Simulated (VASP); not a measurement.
A run of VASP 6.6.1 is set up as follows.

INCAR

```
SYSTEM = Be4Se3
PREC = Accurate
ENCUT = 520
EDIFF = 1E-7
ISMEAR = 0
SIGMA = 0.02
LREAL = .FALSE.
LASPH = .TRUE.
NELM = 100
ALGO = Normal
ISIF = 2
LWAVE = .FALSE.
LCHARG = .FALSE.
GGA = PE
NBANDS = 22
```

File KPOINTS:

```
regular mesh
0
G
  10 10 4
  0 0 0
```

File POSCAR:

```
Be4Se3
1.0
    3.5262895331      0.0000000000      0.0000000000
    0.0000000000      3.5262895331      0.0000000000
    0.0000000000      0.0000000000      9.3150840034
Be Se
4 3
Direct
    0.0000000000      0.5000000000      0.5681521981
    0.0000000000      0.5000000000      0.1426457170
    0.5000000000      0.0000000000      0.8573542830
    0.5000000000      0.0000000000      0.4318478019
    0.5000000000      0.5000000000      0.7129011628
    0.0000000000      0.0000000000      0.0000000000
    0.5000000000      0.5000000000      0.2870988372
```

Potentials or basis: VASP PAW PBE potentials, release 64 (Be, Se).

The run is started by

```sh
$ cat potpaw_PBE.64/Be/POTCAR potpaw_PBE.64/Se/POTCAR > POTCAR
$ mpirun -np 1 vasp_std > vasp.out
```

(1) Predict the largest force.

(2) Predict the band gap on the k mesh.

(3) Estimate the pressure.

Results:

(1) 0.023 eV/Å.

(2) 0.48 eV (least direct gap 1.81 eV).

(3) 0.2 GPa.
